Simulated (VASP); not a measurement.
Ir, 2 atoms in the cell. Symmetry: P6_3/mmc, No. 194, hexagonal system. The conventional cell has a = 2.673 Å, b = 2.673 Å, c = 4.388 Å, α = 90.00°, β = 90.00°, γ = 120.00°. Ir (site symmetry -6m2) has 12 Ir at 2.67 to 2.68 Å within 3.5 Å. 

```yaml
Program: VASP 6.6.1
Task: single point
Functional: LDA
Potentials_or_basis: VASP PAW LDA potentials, release 64 (Ir)
Cutoff: 520 eV
k_mesh: 10 × 10 × 6
Occupations: methfessel-paxton, width 0.05 eV
Spin: no spin polarisation
Dipole_correction: no
Further_INCAR_settings: ALGO = Normal; EDIFF = 1e-06; NBANDS = 16
```

Potentials or basis: VASP PAW LDA potentials, release 64 (Ir).

Run with:

```console
$ cat potpaw_LDA.64/Ir/POTCAR > POTCAR
$ mpirun -np 1 vasp_std > vasp.out
```

Hardware: 1 thread of Intel(R) Xeon(R) Platinum 8488C (Sapphire Rapids) (shared host).

Question: How long does it take, and how much memory?

Answer: Run time: 12 s on 1 thread of Intel(R) Xeon(R) Platinum 8488C (Sapphire Rapids), with other jobs on the host, peak memory 0.14 GiB. Counts: scf iterations 12, k points 56.
